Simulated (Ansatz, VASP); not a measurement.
## One calculation of Nb, two programs

```
CELL_PARAMETERS angstrom
2.86838 0.00000 0.00000
-1.43419 2.48409 0.00000
0.00000 0.00000 5.23944
ATOMIC_POSITIONS crystal
Nb 0.33333 0.66667 0.25000
Nb 0.66667 0.33333 0.75000
```

Alike in both runs: functional PBE; k mesh 16 × 16 × 9; occupations fermi-dirac, width 0.05 eV; no spin polarisation.

Ansatz relaxed the structure, and its values are those at the end. VASP's run is a single point on that final structure, the one shown.

|  | VASP | Ansatz |
| --- | --- | --- |
| version | VASP 6.6.1 | Ansatz 0.2.0 |
| potentials or method | VASP PAW PBE potentials, release 64 (Nb_sv) | PAW with Ansatz's default frozen-core files, scalar-relativistic |
| plane-wave cutoff (eV) | 520 | 420 |
| valence electrons in the cell | 26 | 26 |

```csv
,VASP,Ansatz,Ansatz less VASP
pressure (GPa),-0.3,0.0,+0.31
```

With one functional, cell and mesh, what is left measures potentials, basis and numerics.
